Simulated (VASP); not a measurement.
Input of a VASP 6.6.1 run:

Contents of INCAR:

```
ALGO     = Normal         # electronic algorithm
EDIFF    = 1E-6           # SCF threshold, eV
ENCUT    = 520            # plane-wave cutoff, eV
GGA      = PE             # functional
ISIF     = 2              # what is computed and relaxed
ISMEAR   = 0              # smearing method
ISPIN    = 2              # spin polarisation
LASPH    = T              # aspherical terms in the spheres
LCHARG   = F              # write CHGCAR
LMAXMIX  = 4              # l up to which the mixer works
LORBIT   = 11             # projections on sites
LREAL    = F              # projectors in reciprocal space
LWAVE    = F              # write WAVECAR
MAGMOM   = 0.82 0.82 0.82 0.82 # initial moments
NBANDS   = 32             # bands
NELM     = 150            # most SCF steps
PREC     = Accurate       # precision mode
SIGMA    = 0.1            # smearing width, eV
```

KPOINTS

```
k-points
0
Gamma
  15 15 10
```

File POSCAR:

```
Ni
1.0
    3.8712218067      0.0000000000      0.0000000000
   -1.9356109034      3.3525764283      0.0000000000
    0.0000000000      0.0000000000      4.5434909254
Ni
4
Direct
    0.0000000000      0.0000000000      0.2541586037
    0.0000000000      0.0000000000      0.7458413963
    0.3333333333      0.6666666667      0.0000000000
    0.6666666667      0.3333333333      0.0000000000
```

Potentials or basis: VASP PAW PBE potentials, release 64 (Ni).

Command:

```bash
$ cat potpaw_PBE.64/Ni/POTCAR > POTCAR
$ mpirun -np 1 vasp_std > vasp.out
```

Q: Estimate the pressure.

A: 0.1 GPa.

Q: Predict the largest force.

A: 0.023 eV/Å.

Stress tensor (GPa, compression positive):
```
0.01 0.00 0.00
0.00 0.01 0.00
0.00 0.00 0.25
```
